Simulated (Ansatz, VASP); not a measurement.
**Cr in VASP and in Ansatz**

```xyz
1
Lattice="-1.4129 1.4129 1.4129 1.4129 -1.4129 1.4129 1.4129 1.4129 -1.4129" Properties=species:S:1:pos:R:3 pbc="T T T"
Cr    0.0000    0.0000    0.0000
```

Alike in both runs: task single point; functional PBE; k mesh 22 × 22 × 22; occupations gaussian, width 0.05 eV; collinear spin.

|  | VASP | Ansatz |
| --- | --- | --- |
| version | VASP 6.6.1 | Ansatz 0.2.0 |
| potentials or method | VASP PAW PBE potentials, release 64 (Cr_pv), cutoff 520 eV | scalar-relativistic, plane waves, PAW |
| valence electrons in the cell | 12 | 14 |

VASP gave:

- gap on the k mesh at the Fermi level (eV): none
- pressure (GPa): 5.9
- net moment per atom (μB): 0.00

Task: Estimate Ansatz's values.

Result: gap on the k mesh at the Fermi level (eV): none; pressure (GPa): 6.5; net moment per atom (μB): 0.00.

A gap of «none» marks a metal or a gap that the smearing closes. With one functional, cell and mesh, what is left measures potentials, basis and numerics. VASP's potentials hold 12 valence electrons a cell and Ansatz's 14, so a difference there can come from the potentials and not from the codes. Ansatz's warnings: seeded moment not kept.
